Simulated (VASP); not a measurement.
# CO2 (Pa-3) in VASP: single point with PBEsol

Aim: the single point of CO2 with PBEsol.

Program: VASP 6.6.1. These are calculated values, not measurements. Logs are shortened: lines on timing, memory, paths and dates and some standing lists are left out, and cuts for length are marked.

### 1 The cell of the first run

It takes space group Pa-3 (No. 205, cubic). The conventional cell has a = 5.784 Å, b = 5.784 Å, c = 5.784 Å, α = 90.00°, β = 90.00°, γ = 90.00°. C (site symmetry -3) has 2 O at 1.17 Å within 1.6 Å. Within 1.6 Å of O (site symmetry 3) lie 1 C at 1.17 Å.

### 2 Single point, PBEsol

Input file INCAR:

```
SYSTEM = CO2
  ALGO = Normal
  EDIFF = 1E-6
  ENCUT = 1340
  GGA = PS
  GGA_COMPAT = .False.
  ISIF = 2
  ISMEAR = 0
  LASPH = .True.
  LCHARG = .False.
  LREAL = .False.
  LWAVE = .False.
  NBANDS = 44
  NELM = 120
  PREC = Accurate
  SIGMA = 0.02
```

Input file KPOINTS:

```
k-points
0
Gamma
  4 4 4
  0 0 0
```

Input file POSCAR:

```
CO2
1.0
    5.7839206475      0.0000000000      0.0000000000
    0.0000000000      5.7839206475      0.0000000000
    0.0000000000      0.0000000000      5.7839206475
C O
4 8
Direct
    0.0000000000      0.0000000000      0.0000000000
    0.5000000000      0.0000000000      0.5000000000
    0.5000000000      0.5000000000      0.0000000000
    0.0000000000      0.5000000000      0.5000000000
    0.1164821690      0.1164821690      0.1164821690
    0.3835178310      0.8835178310      0.6164821690
    0.6164821690      0.3835178310      0.8835178310
    0.8835178310      0.6164821690      0.3835178310
    0.8835178310      0.8835178310      0.8835178310
    0.6164821690      0.1164821690      0.3835178310
    0.3835178310      0.6164821690      0.1164821690
    0.1164821690      0.3835178310      0.6164821690
```

Potentials or basis: VASP PAW PBE potentials, release 64 (C_h, O_h).

The run is started by

```console
cat potpaw_PBE.64/C_h/POTCAR potpaw_PBE.64/O_h/POTCAR > POTCAR
mpirun -np 1 vasp_std > vasp.out
```

OUTCAR:

```text
SYSTEM = CO2
   EDIFF = 1E-6
   ENCUT = 1340
   GGA = PS
   ISIF = 2
   ISMEAR = 0
   LASPH = .True.
   LREAL = .False.
   NELM = 120
   PREC = Accurate

 ion  position               nearest neighbor table
   1  0.000  0.000  0.000-   5 1.17   9 1.17
   2  0.500  0.000  0.500-   6 1.17  10 1.17
   3  0.500  0.500  0.000-   7 1.17  11 1.17
   4  0.000  0.500  0.500-   8 1.17  12 1.17
   5  0.116  0.116  0.116-   1 1.17
   6  0.384  0.884  0.616-   2 1.17
   7  0.616  0.384  0.884-   3 1.17
   8  0.884  0.616  0.384-   4 1.17
   9  0.884  0.884  0.884-   1 1.17
  10  0.616  0.116  0.384-   2 1.17
  11  0.384  0.616  0.116-   3 1.17
  12  0.116  0.384  0.616-   4 1.17

  LATTYP: Found a simple cubic cell.
 ALAT       =     5.7839206475

  Lattice vectors:

 A1 = (   5.7839206475,   0.0000000000,   0.0000000000)
 A2 = (   0.0000000000,   5.7839206475,   0.0000000000)
 A3 = (   0.0000000000,   0.0000000000,   5.7839206475)

Analysis of symmetry for initial positions (statically):
=====================================================================
 Subroutine PRICEL returns:
 Original cell was already a primitive cell.

 Routine SETGRP: Setting up the symmetry group for a
 simple cubic supercell.

 Subroutine GETGRP returns: Found 24 space group operations
 (whereof  6 operations were pure point group operations)
 out of a pool of 48 trial point group operations.

The static configuration has the point symmetry S_6 .
 The point group associated with its full space group is T_h .

Analysis of symmetry for dynamics (positions and initial velocities):
=====================================================================
 Subroutine PRICEL returns:
 Original cell was already a primitive cell.

 Routine SETGRP: Setting up the symmetry group for a
 simple cubic supercell.

 Subroutine GETGRP returns: Found 24 space group operations
 (whereof  6 operations were pure point group operations)
 out of a pool of 48 trial point group operations.

The dynamic configuration has the point symmetry S_6 .
 The point group associated with its full space group is T_h .

 Subroutine INISYM returns: Found 24 space group operations
 (whereof  6 operations are pure point group operations),
 and found     1 'primitive' translations

----------------------------------------------------------------------------------------

                                     Primitive cell

  volume of cell :     193.4938

  direct lattice vectors                    reciprocal lattice vectors
     5.783920647  0.000000000  0.000000000     0.172893105  0.000000000  0.000000000
     0.000000000  5.783920647  0.000000000     0.000000000  0.172893105  0.000000000
     0.000000000  0.000000000  5.783920647     0.000000000  0.000000000  0.172893105

  length of vectors
     5.783920647  5.783920647  5.783920647     0.172893105  0.172893105  0.172893105

  position of ions in fractional coordinates (direct lattice)
     0.000000000  0.000000000  0.000000000
     0.500000000  0.000000000  0.500000000
     0.500000000  0.500000000  0.000000000
     0.000000000  0.500000000  0.500000000
     0.116482169  0.116482169  0.116482169
     0.383517831  0.883517831  0.616482169
     0.616482169  0.383517831  0.883517831
     0.883517831  0.616482169  0.383517831
     0.883517831  0.883517831  0.883517831
     0.616482169  0.116482169  0.383517831
     0.383517831  0.616482169  0.116482169
     0.116482169  0.383517831  0.616482169

  ion indices of the primitive-cell ions
   primitive index   ion index
                 1           1
                 2           2
                 3           3
                 4           4
                 5           5
                 6           6
                 7           7
                 8           8
                 9           9
                10          10
                11          11
                12          12

----------------------------------------------------------------------------------------

 KPOINTS: k-points

Automatic generation of k-mesh.
 Grid dimensions read from file:
 generate k-points for:    4    4    4

 Generating k-lattice:

  Cartesian coordinates                     Fractional coordinates (reciprocal lattice)
     0.043223276  0.000000000  0.000000000     0.250000000  0.000000000  0.000000000
     0.000000000  0.043223276  0.000000000     0.000000000  0.250000000  0.000000000
     0.000000000  0.000000000  0.043223276     0.000000000  0.000000000  0.250000000

  Length of vectors
     0.043223276  0.043223276  0.043223276

  Shift w.r.t. Gamma in fractional coordinates (k-lattice)
     0.000000000  0.000000000  0.000000000

 Subroutine IBZKPT returns following result:
 ===========================================

 Found     11 irreducible k-points:

 Following reciprocal coordinates:
            Coordinates               Weight
  0.000000  0.000000  0.000000      1.000000
  0.250000  0.000000  0.000000      6.000000
  0.500000  0.000000  0.000000      3.000000
  0.250000  0.250000  0.000000     12.000000
  0.500000  0.250000  0.000000      6.000000
 -0.250000  0.500000  0.000000      6.000000
  0.500000  0.500000  0.000000      3.000000
  0.250000  0.250000  0.250000      8.000000
  0.500000  0.250000  0.250000     12.000000
  0.500000  0.500000  0.250000      6.000000
  0.500000  0.500000  0.500000      1.000000
   k-points           NKPTS =     11   k-points in BZ     NKDIM =     11   number of bands    NBANDS=     44
   number of dos      NEDOS =    301   number of ions     NIONS =     12
   total plane-waves  NPLWV = 343000
   dimension x,y,z NGX =    70 NGY =   70 NGZ =   70
   dimension x,y,z NGXF=   140 NGYF=  140 NGZF=  140
   ions per type =               4   8
   NGX,Y,Z   is equivalent  to a cutoff of  20.12, 20.12, 20.12 a.u.
   NGXF,Y,Z  is equivalent  to a cutoff of  40.24, 40.24, 40.24 a.u.
 SYSTEM =  CO2
   PREC   = accura    normal or accurate (medium, high low for compatibility)
   ISTART =      0    job   : 0-new  1-cont  2-samecut
   ICHARG =      2    charge: 1-file 2-atom 10-const
   ISPIN  =      1    spin polarized calculation?
   LNONCOLLINEAR =      F non collinear calculations
   LSORBIT =      F    spin-orbit coupling
   LASPH  =      T    aspherical Exc in radial PAW
   ENCUT  = 1340.0 eV  98.49 Ry    9.92 a.u.  17.26 17.26 17.26*2*pi/ulx,y,z
   NELM   =    120;   NELMIN=  2; NELMDL= -5     # of ELM steps
   EDIFF  = 0.1E-05   stopping-criterion for ELM
   LREAL  =      F    real-space projection
   EDIFFG = 0.1E-04   stopping-criterion for IOM
   NSW    =      0    number of steps for IOM
   IBRION =     -1    ionic relax: 0-MD 1-quasi-New 2-CG
   NFREE  =      0    steps in history (QN), initial steepest desc. (CG)
   ISIF   =      2    stress and relaxation
   ISYM   =      2    0-nonsym 1-usesym 2-fastsym
   POTIM  = 0.5000    time-step for ionic-motion
   TEBEG  =    0.0;   TEEND  =   0.0 temperature during run
   PSTRESS=    0.0 pullay stress
   NELECT =      64.0000    total number of electrons
   NUPDOWN=      -1.0000    fix difference up-down
   EMIN   =  10.00;   EMAX   =-10.00  energy-range for DOS
   EFERMI =   0.00;   METHOD = LEGACY
   ISMEAR =     0;   SIGMA  =   0.02  broadening in eV -4-tet -1-fermi 0-gaus
   EFERMI_NEDOS =   21; number of points for ismear=-14 and -15
   IALGO  =     38    algorithm
   IMIX   =      4    mixing-type and parameters
     AMIX     =   0.40;   BMIX     =  1.00
     AMIX_MAG =   1.60;   BMIX_MAG =  1.00
  volume/ion in A,a.u.               =      16.12       108.81
  Fermi-wavevector in a.u.,A,eV,Ry     =   1.132172  2.139495 17.440138  1.281814
  Thomas-Fermi vector in A             =   2.268873
   LORBIT       =      0    0 simple, 1 ext, 2 COOP (PROOUT), +10 PAW based schemes
   GGA     = PS    functional components
   LHFCALC =     F    Hartree Fock is set to
   AEXX    =    0.0000 exact exchange contribution
   IVDW    =     0    specifies the selected vdW correction
   LEPSILON=     F    determine dielectric tensor
   LRPA    =     F    only Hartree local field effects (RPA)
 non-spin polarized calculation
 Gauss-broadening in eV      SIGMA  =   0.02
  energy-cutoff  :     1340.00
  volume of cell :      193.49
 maximum number of plane-waves:     21631
 NGX is ok and might be reduce to    70
   NGX = 35   NGY = 35   NGZ = 35

 number of electron      63.9999995 magnetization

 Free energy of the ion-electron system (eV)
  ---------------------------------------------------
  ext. energy  EPLUGINS =         0.00000000
  ---------------------------------------------------
  free energy    TOTEN  =       -96.39677238 eV

  energy without entropy =      -96.39677238  energy(sigma->0) =      -96.39677238

 E-fermi :  -3.5785     XC(G=0):  -7.5427

 val. band max:       -3.7088045281   @ k =   0.0000   0.0000   0.0000
 cond. band min:       3.0018911265   @ k =   0.0000   0.0000   0.0000
 fundamental gap:      6.7106956546
 Fermi energy:        -3.5784854213

 k-point     1 :       0.0000    0.0000    0.0000
  band No.  band energies     occupation
      1     -24.0516      2.00000
      2     -23.8997      2.00000
      3     -23.8997      2.00000
      4     -23.8997      2.00000
      5     -22.9599      2.00000
      6     -22.9599      2.00000
[... 36 lines left out ...]
     43       6.9199      0.00000
     44       6.9199      0.00000

 k-point     2 :       0.2500    0.0000    0.0000
  band No.  band energies     occupation
      1     -24.0303      2.00000
      2     -23.9230      2.00000
      3     -23.8996      2.00000
      4     -23.8996      2.00000
      5     -22.9591      2.00000
      6     -22.9590      2.00000
[... 415 lines left out ...]
 k-point    11 :       0.5000    0.5000    0.5000
  band No.  band energies     occupation
      1     -23.9372      2.00000
      2     -23.9372      2.00000
      3     -23.9372      2.00000
      4     -23.9372      2.00000
      5     -22.9514      2.00000
      6     -22.9514      2.00000
[... 36 lines left out ...]
     43       5.7807      0.00000
     44       5.7807      0.00000

------------------------ aborting loop because EDIFF is reached ----------------------------------------

  FORCE on cell =-STRESS in cart. coord.  units (eV):
  Direction    XX          YY          ZZ          XY          YZ          ZX
  --------------------------------------------------------------------------------------
  -------------------------------------------------------------------------------------
  Total       -0.0115987     -0.0115987     -0.0115987     -0.0000000      0.0000000     -0.0000000
  in kB       -0.0960405     -0.0960405     -0.0960405     -0.0000000      0.0000000     -0.0000000
  external PRESSURE =      -0.0960405 kB  Pullay stress =       0.0000000 kB

 VOLUME and BASIS-vectors are now :
 -----------------------------------------------------------------------------
  energy-cutoff  :     1340.00
  volume of cell :      193.49
      direct lattice vectors                 reciprocal lattice vectors
     5.783920647  0.000000000  0.000000000     0.172893105  0.000000000  0.000000000
     0.000000000  5.783920647  0.000000000     0.000000000  0.172893105  0.000000000
     0.000000000  0.000000000  5.783920647     0.000000000  0.000000000  0.172893105

 POSITION                                       TOTAL-FORCE (eV/Angst)
 -----------------------------------------------------------------------------------
      0.00000      0.00000      0.00000         0.000000      0.000000      0.000000
      2.89196      0.00000      2.89196         0.000000      0.000000      0.000000
      2.89196      2.89196      0.00000         0.000000      0.000000      0.000000
      0.00000      2.89196      2.89196         0.000000      0.000000      0.000000
      0.67372      0.67372      0.67372         0.043584      0.043584      0.043584
      2.21824      5.11020      3.56568        -0.043584     -0.043584      0.043584
      3.56568      2.21824      5.11020         0.043584     -0.043584     -0.043584
      5.11020      3.56568      2.21824        -0.043584      0.043584     -0.043584
      5.11020      5.11020      5.11020        -0.043584     -0.043584     -0.043584
      3.56568      0.67372      2.21824         0.043584      0.043584     -0.043584
      2.21824      3.56568      0.67372        -0.043584      0.043584      0.043584
      0.67372      2.21824      3.56568         0.043584     -0.043584      0.043584
 -----------------------------------------------------------------------------------
    total drift:                                0.000000      0.000000     -0.000000

  FREE ENERGIE OF THE ION-ELECTRON SYSTEM (eV)
  ---------------------------------------------------
  free  energy   TOTEN  =       -96.3967723754 eV

  energy  without entropy=      -96.3967723754  energy(sigma->0) =      -96.39677238
```

It took 5.5 min on 1 thread of AMD EPYC 9R45 (Zen 5), shared host; peak memory 0.81 GiB.

Results:

```yaml
Free_energy: -96.3968 eV
Pressure: 0.0 GPa
Largest_force: 0.075 eV/Å
Band_gap_on_the_k_mesh: 6.71 eV
```

Forces in eV/Å, atoms in the order of the input:
```
C    0.000  0.000  0.000
C    0.000  0.000  0.000
C    0.000  0.000  0.000
C    0.000  0.000  0.000
O    0.044  0.044  0.044
O   -0.044 -0.044  0.044
O    0.044 -0.044 -0.044
O   -0.044  0.044 -0.044
O   -0.044 -0.044 -0.044
O    0.044  0.044 -0.044
O   -0.044  0.044  0.044
O    0.044 -0.044  0.044
```

Caveat: this functional lacks dispersion, which holds the molecules together, so the pressure and a relaxed volume are unreliable; the PAW data sets were made with another functional, which shifts forces and pressure a little. A k mesh can miss the band edges.
